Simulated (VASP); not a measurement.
# Si6Ru (Fmm2) in VASP: single point with PBE

Aim: the single point of Si6Ru with PBE.

All numbers are computed with VASP 6.6.1; they aren't measurements. Logs are shortened: lines on timing, memory, paths and dates and some standing lists are left out, and cuts for length are marked.

**1. The cell of the first run**

Symmetry: Fmm2, No. 42, orthorhombic system. Conventional cell: a = 7.317 Å, b = 10.267 Å, c = 5.510 Å, α = 90.00°, β = 90.00°, γ = 90.00°. Within 3.2 Å of Si (site symmetry 1) lie 8 Si at 2.45 to 2.92 Å and 2 Ru at 2.52 to 2.87 Å. Within 3.2 Å of Si (site symmetry m) lie 1 Ru at 2.45 Å and 6 Si at 2.45 to 2.64 Å. Within 3.2 Å of Ru (site symmetry mm2) lie 10 Si at 2.45 to 2.87 Å.

**2. Single point, PBE**

INCAR reads:

```
SYSTEM = Si6Ru
ALGO = Normal ; EDIFF = 1E-6
ENCUT = 520 ; GGA = PE
ISIF = 2 ; ISMEAR = 0
LASPH = .TRUE. ; LCHARG = .FALSE.
LREAL = .FALSE. ; LWAVE = .FALSE.
NBANDS = 28 ; NELM = 80
PREC = Accurate ; SIGMA = 0.2
```

KPOINTS reads:

```
k-points
0
G
  4 4 4
  0 0 0
```

POSCAR reads:

```
Si6Ru
1.0
    0.0000000000      3.6584871239      2.7550251359
    5.1336910856      0.0000000000      2.7550251359
    5.1336910856      3.6584871239      0.0000000000
Si Ru
6 1
Direct
    0.4865185767      0.8641687500      0.8800752992
    0.8641687500      0.4865185767      0.7692373741
    0.1199247008      0.2307626259      0.5134814233
    0.2307626259      0.1199247008      0.1358312500
    0.7069841861      0.3831823807      0.2930158139
    0.3831823807      0.7069841861      0.6168176193
    0.8710034798      0.8710034798      0.1289965202
```

Potentials or basis: VASP PAW PBE potentials, release 64 (Si, Ru_pv).

On the command line:

```bash
> cat potpaw_PBE.64/Si/POTCAR potpaw_PBE.64/Ru_pv/POTCAR > POTCAR
> mpirun -np 1 vasp_std > vasp.out
```

OUTCAR:

```text
SYSTEM = Si6Ru
   EDIFF = 1E-6
   ENCUT = 520
   GGA = PE
   ISIF = 2
   ISMEAR = 0
   LASPH = .TRUE.
   LREAL = .FALSE.
   NELM = 80
   PREC = Accurate

 ion  position               nearest neighbor table
   1  0.487  0.864  0.880-   5 2.45   5 2.46   7 2.52   4 2.63   6 2.64   3 2.68   2 2.69   7 2.87
                             3 2.92   3 2.92
   2  0.864  0.487  0.769-   6 2.45   6 2.46   7 2.52   3 2.63   5 2.64   4 2.68   1 2.69   7 2.87
                             4 2.92   4 2.92
   3  0.120  0.231  0.513-   5 2.45   5 2.46   7 2.52   2 2.63   6 2.64   1 2.68   4 2.69   7 2.87
                             1 2.92   1 2.92
   4  0.231  0.120  0.136-   6 2.45   6 2.46   7 2.52   1 2.63   5 2.64   2 2.68   3 2.69   7 2.87
                             2 2.92   2 2.92
   5  0.707  0.383  0.293-   7 2.45   3 2.45   1 2.45   1 2.46   3 2.46   4 2.64   2 2.64
   6  0.383  0.707  0.617-   7 2.45   4 2.45   2 2.45   4 2.46   2 2.46   1 2.64   3 2.64
   7  0.871  0.871  0.129-   5 2.45   6 2.45   3 2.52   1 2.52   2 2.52   4 2.52   2 2.87   4 2.87
                             3 2.87   1 2.87

  LATTYP: Found a face centered orthorhombic cell.
 ALAT       =     5.5100502718
 B/A-ratio  =     1.3279323939
 C/A-ratio  =     1.8633917414

  Lattice vectors:

 A1 = (   5.1336910856,  -3.6584871239,   0.0000000000)
 A2 = (   5.1336910856,   0.0000000000,   2.7550251359)
 A3 = (   0.0000000000,  -3.6584871239,   2.7550251359)

Analysis of symmetry for initial positions (statically):
=====================================================================
 Subroutine PRICEL returns:
 Original cell was already a primitive cell.

 Routine SETGRP: Setting up the symmetry group for a
 face centered orthorhombic supercell.

 Subroutine GETGRP returns: Found  4 space group operations
 (whereof  4 operations were pure point group operations)
 out of a pool of  8 trial point group operations.

The static configuration has the point symmetry C_2v.

Analysis of symmetry for dynamics (positions and initial velocities):
=====================================================================
 Subroutine PRICEL returns:
 Original cell was already a primitive cell.

 Routine SETGRP: Setting up the symmetry group for a
 face centered orthorhombic supercell.

 Subroutine GETGRP returns: Found  4 space group operations
 (whereof  4 operations were pure point group operations)
 out of a pool of  8 trial point group operations.

The dynamic configuration has the point symmetry C_2v.

 Subroutine INISYM returns: Found  4 space group operations
 (whereof  4 operations are pure point group operations),
 and found     1 'primitive' translations

----------------------------------------------------------------------------------------

                                     Primitive cell

  volume of cell :     103.4872

  direct lattice vectors                    reciprocal lattice vectors
     0.000000000  3.658487124  2.755025136    -0.097395810  0.136668514  0.181486547
     5.133691086  0.000000000  2.755025136     0.097395810 -0.136668514  0.181486547
     5.133691086  3.658487124  0.000000000     0.097395810  0.136668514 -0.181486547

  length of vectors
     4.579813483  5.826229283  6.303912452     0.247187365  0.247187365  0.247187365

  position of ions in fractional coordinates (direct lattice)
     0.486518577  0.864168750  0.880075299
     0.864168750  0.486518577  0.769237374
     0.119924701  0.230762626  0.513481423
     0.230762626  0.119924701  0.135831250
     0.706984186  0.383182381  0.293015814
     0.383182381  0.706984186  0.616817619
     0.871003480  0.871003480  0.128996520

  ion indices of the primitive-cell ions
   primitive index   ion index
                 1           1
                 2           2
                 3           3
                 4           4
                 5           5
                 6           6
                 7           7

----------------------------------------------------------------------------------------

 KPOINTS: k-points

Automatic generation of k-mesh.
 Grid dimensions read from file:
 generate k-points for:    4    4    4

 Generating k-lattice:

  Cartesian coordinates                     Fractional coordinates (reciprocal lattice)
    -0.024348952  0.034167129  0.045371637     0.250000000  0.000000000 -0.000000000
     0.024348952 -0.034167129  0.045371637     0.000000000  0.250000000  0.000000000
     0.024348952  0.034167129 -0.045371637    -0.000000000  0.000000000  0.250000000

  Length of vectors
     0.061796841  0.061796841  0.061796841

  Shift w.r.t. Gamma in fractional coordinates (k-lattice)
     0.000000000  0.000000000  0.000000000

 Subroutine IBZKPT returns following result:
 ===========================================

 Found     18 irreducible k-points:

 Following reciprocal coordinates:
            Coordinates               Weight
  0.000000  0.000000  0.000000      1.000000
  0.250000  0.000000 -0.000000      8.000000
  0.500000  0.000000 -0.000000      4.000000
  0.250000  0.250000  0.000000      2.000000
  0.500000  0.250000 -0.000000      8.000000
 -0.250000  0.250000  0.000000      4.000000
[... 10 lines left out ...]
 -0.250000  0.250000  0.500000      2.000000
  0.000000  0.500000  0.500000      1.000000
   k-points           NKPTS =     18   k-points in BZ     NKDIM =     18   number of bands    NBANDS=     28
   number of dos      NEDOS =    301   number of ions     NIONS =      7
   total plane-waves  NPLWV =  82944
   dimension x,y,z NGX =    36 NGY =   48 NGZ =   48
   dimension x,y,z NGXF=    72 NGYF=   96 NGZF=   96
   ions per type =               6   1
   NGX,Y,Z   is equivalent  to a cutoff of  13.07, 13.70, 12.66 a.u.
   NGXF,Y,Z  is equivalent  to a cutoff of  26.14, 27.39, 25.32 a.u.
 SYSTEM =  Si6Ru
   PREC   = accura    normal or accurate (medium, high low for compatibility)
   ISTART =      0    job   : 0-new  1-cont  2-samecut
   ICHARG =      2    charge: 1-file 2-atom 10-const
   ISPIN  =      1    spin polarized calculation?
   LNONCOLLINEAR =      F non collinear calculations
   LSORBIT =      F    spin-orbit coupling
   LASPH  =      T    aspherical Exc in radial PAW
   ENCUT  =  520.0 eV  38.22 Ry    6.18 a.u.   8.52 10.83 11.72*2*pi/ulx,y,z
   NELM   =     80;   NELMIN=  2; NELMDL= -5     # of ELM steps
   EDIFF  = 0.1E-05   stopping-criterion for ELM
   LREAL  =      F    real-space projection
   EDIFFG = 0.1E-04   stopping-criterion for IOM
   NSW    =      0    number of steps for IOM
   IBRION =     -1    ionic relax: 0-MD 1-quasi-New 2-CG
   NFREE  =      0    steps in history (QN), initial steepest desc. (CG)
   ISIF   =      2    stress and relaxation
   ISYM   =      2    0-nonsym 1-usesym 2-fastsym
   POTIM  = 0.5000    time-step for ionic-motion
   TEBEG  =    0.0;   TEEND  =   0.0 temperature during run
   PSTRESS=    0.0 pullay stress
   NELECT =      38.0000    total number of electrons
   NUPDOWN=      -1.0000    fix difference up-down
   EMIN   =  10.00;   EMAX   =-10.00  energy-range for DOS
   EFERMI =   0.00;   METHOD = LEGACY
   ISMEAR =     0;   SIGMA  =   0.20  broadening in eV -4-tet -1-fermi 0-gaus
   EFERMI_NEDOS =   21; number of points for ismear=-14 and -15
   IALGO  =     38    algorithm
   IMIX   =      4    mixing-type and parameters
     AMIX     =   0.40;   BMIX     =  1.00
     AMIX_MAG =   1.60;   BMIX_MAG =  1.00
  volume/ion in A,a.u.               =      14.78        99.77
  Fermi-wavevector in a.u.,A,eV,Ry     =   1.172304  2.215334 18.698456  1.374298
  Thomas-Fermi vector in A             =   2.308735
   LORBIT       =      0    0 simple, 1 ext, 2 COOP (PROOUT), +10 PAW based schemes
   GGA     = PE    functional components
   LHFCALC =     F    Hartree Fock is set to
   AEXX    =    0.0000 exact exchange contribution
   IVDW    =     0    specifies the selected vdW correction
   LEPSILON=     F    determine dielectric tensor
   LRPA    =     F    only Hartree local field effects (RPA)
 non-spin polarized calculation
 Gauss-broadening in eV      SIGMA  =   0.20
  energy-cutoff  :      520.00
  volume of cell :      103.49
 maximum number of plane-waves:      2817
 NGX is ok and might be reduce to    36
   NGX = 17   NGY = 21   NGZ = 23

 number of electron      37.9999999 magnetization

 Free energy of the ion-electron system (eV)
  ---------------------------------------------------
  ext. energy  EPLUGINS =         0.00000000
  ---------------------------------------------------
  free energy    TOTEN  =       -40.89165412 eV

  energy without entropy =      -40.83389432  energy(sigma->0) =      -40.86277422

 E-fermi :   9.9201     XC(G=0): -11.3536

 val. band max:        9.9027673449   @ k =   0.2500   0.0000  -0.0000
 cond. band min:       9.9452041092   @ k =   0.5000  -0.0000   0.2500
 fundamental gap:      0.0424367643
 Fermi energy:         9.9201242006

 k-point     1 :       0.0000    0.0000    0.0000
  band No.  band energies     occupation
      1     -32.8617      2.00000
      2     -32.8360      2.00000
      3     -32.6967      2.00000
      4      -3.7972      2.00000
      5       0.6498      2.00000
      6       2.5191      2.00000
[... 20 lines left out ...]
     27      15.0221      0.00000
     28      15.8612      0.00000

 k-point     2 :       0.2500    0.0000   -0.0000
  band No.  band energies     occupation
      1     -32.8620      2.00000
      2     -32.8365      2.00000
      3     -32.6966      2.00000
      4      -3.2571      2.00000
      5       0.1537      2.00000
      6       1.1111      2.00000
[... 20 lines left out ...]
     27      14.3585      0.00000
     28      14.9870      0.00000

 k-point     3 :       0.5000    0.0000   -0.0000
  band No.  band energies     occupation
      1     -32.8623      2.00000
      2     -32.8369      2.00000
      3     -32.6966      2.00000
      4      -1.8548      2.00000
      5      -1.5721      2.00000
      6       0.6386      2.00000
[... 20 lines left out ...]
     27      14.3431      0.00000
     28      14.5494      0.00000

 k-point     4 :       0.2500    0.2500    0.0000
  band No.  band energies     occupation
      1     -32.8623      2.00000
      2     -32.8369      2.00000
      3     -32.6965      2.00000
      4      -2.6461      2.00000
      5       0.3143      2.00000
      6       0.7443      2.00000
[... 20 lines left out ...]
     27      14.0372      0.00000
     28      14.2758      0.00000

 k-point     5 :       0.5000    0.2500   -0.0000
  band No.  band energies     occupation
      1     -32.8625      2.00000
      2     -32.8374      2.00000
      3     -32.6965      2.00000
      4      -1.4364      2.00000
      5      -1.0610      2.00000
      6       0.2928      2.00000
[... 20 lines left out ...]
     27      14.8518      0.00000
     28      15.1276      0.00000

 k-point     6 :      -0.2500    0.2500    0.0000
  band No.  band energies     occupation
      1     -32.8622      2.00000
      2     -32.8369      2.00000
      3     -32.6966      2.00000
      4      -2.8119      2.00000
      5      -0.1732      2.00000
      6       0.8338      2.00000
[... 277 lines left out ...]
      5      -0.8515      2.00000
      6       0.2495      2.00000
[... 20 lines left out ...]
     27      14.4657      0.00000
     28      15.4299      0.00000

 k-point    16 :       0.5000    0.0000    0.5000
  band No.  band energies     occupation
      1     -32.8627      2.00000
      2     -32.8378      2.00000
      3     -32.6964      2.00000
      4      -1.1773      2.00000
      5      -1.1377      2.00000
      6       0.5160      2.00000
[... 20 lines left out ...]
     27      14.3832      0.00000
     28      15.3254      0.00000

 k-point    17 :      -0.2500    0.2500    0.5000
  band No.  band energies     occupation
      1     -32.8622      2.00000
      2     -32.8369      2.00000
      3     -32.6966      2.00000
      4      -1.8152      2.00000
      5      -1.0080      2.00000
      6      -0.1750      2.00000
[... 20 lines left out ...]
     27      13.4619      0.00000
     28      15.7631      0.00000

 k-point    18 :       0.0000    0.5000    0.5000
  band No.  band energies     occupation
      1     -32.8617      2.00000
      2     -32.8361      2.00000
      3     -32.6968      2.00000
      4      -2.8408      2.00000
      5      -1.9622      2.00000
      6       1.8226      2.00000
[... 20 lines left out ...]
     27      13.0235      0.00000
     28      14.1116      0.00000

------------------------ aborting loop because EDIFF is reached ----------------------------------------

  FORCE on cell =-STRESS in cart. coord.  units (eV):
  Direction    XX          YY          ZZ          XY          YZ          ZX
  --------------------------------------------------------------------------------------
  -------------------------------------------------------------------------------------
  Total        0.0292849     -0.0995723     -0.0863662      0.0000000      0.0000000      0.0000000
  in kB        0.4533857     -1.5415666     -1.3371115      0.0000000      0.0000000      0.0000000
  external PRESSURE =      -0.8084308 kB  Pullay stress =       0.0000000 kB

 VOLUME and BASIS-vectors are now :
 -----------------------------------------------------------------------------
  energy-cutoff  :      520.00
  volume of cell :      103.49
      direct lattice vectors                 reciprocal lattice vectors
     0.000000000  3.658487124  2.755025136    -0.097395810  0.136668514  0.181486547
     5.133691086  0.000000000  2.755025136     0.097395810 -0.136668514  0.181486547
     5.133691086  3.658487124  0.000000000     0.097395810  0.136668514 -0.181486547

 POSITION                                       TOTAL-FORCE (eV/Angst)
 -----------------------------------------------------------------------------------
      8.95441      4.99967      3.72118        -0.001162      0.000699     -0.006251
      6.44666      5.97580      3.72118         0.001162     -0.000699     -0.006251
      3.82072      2.31731      0.96615        -0.001162     -0.000699     -0.006251
      1.31297      1.34118      0.96615         0.001162      0.000699     -0.006251
      3.47139      3.65849      3.00344         0.002875      0.000000      0.005174
      6.79599      3.65849      3.00344        -0.002875      0.000000      0.005174
      5.13369      3.65849      4.79927         0.000000      0.000000      0.014655
 -----------------------------------------------------------------------------------
    total drift:                               -0.000017      0.000013     -0.000128

  FREE ENERGIE OF THE ION-ELECTRON SYSTEM (eV)
  ---------------------------------------------------
  free  energy   TOTEN  =       -40.8916541223 eV

  energy  without entropy=      -40.8338943183  energy(sigma->0) =      -40.86277422
```

Wall time 76 s (1 thread of Intel Xeon Platinum 8259CL at 2.50GHz (Skylake/Cascade Lake), shared host); peak memory 0.29 GiB.

Results:

```
Free energy            : -40.8917 eV
Pressure               : -0.1 GPa
Largest force          : 0.015 eV/Å
Band gap on the k mesh : zero (band 19 reaches 10.70 eV, above the bottom of band 20 at 9.03 eV)
```

Forces in eV/Å, atoms in the order of the input:
```
Si  -0.001  0.001 -0.006
Si   0.001 -0.001 -0.006
Si  -0.001 -0.001 -0.006
Si   0.001  0.001 -0.006
Si   0.003  0.000  0.005
Si  -0.003  0.000  0.005
Ru   0.000  0.000  0.015
```

Caveat: the k points lie up to 0.39 Å⁻¹ apart.
